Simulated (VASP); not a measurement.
A run of VASP 6.6.1:

File INCAR:

```
SYSTEM = AlIn2
PREC = Accurate
ENCUT = 520
EDIFF = 1E-7
ISMEAR = 0
SIGMA = 0.1
LREAL = .False.
LASPH = .True.
NELM = 60
ALGO = Fast
ISIF = 2
LWAVE = .False.
LCHARG = .False.
GGA = PE
NBANDS = 38
```

The input KPOINTS:

```
regular mesh
0
Gamma
  4 4 4
  0 0 0
```

The input POSCAR:

```
AlIn2
1.0
   -3.2665182300      3.2665182300      2.7247952600
    3.2665182300     -3.2665182300      2.7247952600
    3.2665182300      3.2665182300     -2.7247952600
Al In
2 4
Direct
    0.7500000000      0.7500000000      0.0000000000
    0.2500000000      0.2500000000      0.0000000000
    0.6585508300      0.1585508300      0.8171016600
    0.1585508300      0.3414491700      0.5000000000
    0.8414491700      0.6585508300      0.5000000000
    0.3414491700      0.8414491700      0.1828983400
```

Potentials or basis: VASP PAW PBE potentials, release 64 (Al, In_d).

The run is started by

```sh
$ cat potpaw_PBE.64/Al/POTCAR potpaw_PBE.64/In_d/POTCAR > POTCAR
$ mpirun -np 1 vasp_std > vasp.out
```

Hardware: 1 thread of Intel(R) Xeon(R) Platinum 8375C CPU @ 2.90GHz (Ice Lake), with other jobs on the host.

Question: How long does it take, and how much memory?

Answer: Wall time 82 s on 1 thread of Intel(R) Xeon(R) Platinum 8375C CPU @ 2.90GHz (Ice Lake), with other jobs on the host, peak memory 0.25 GiB. Counts: scf iterations 19, k points 13.
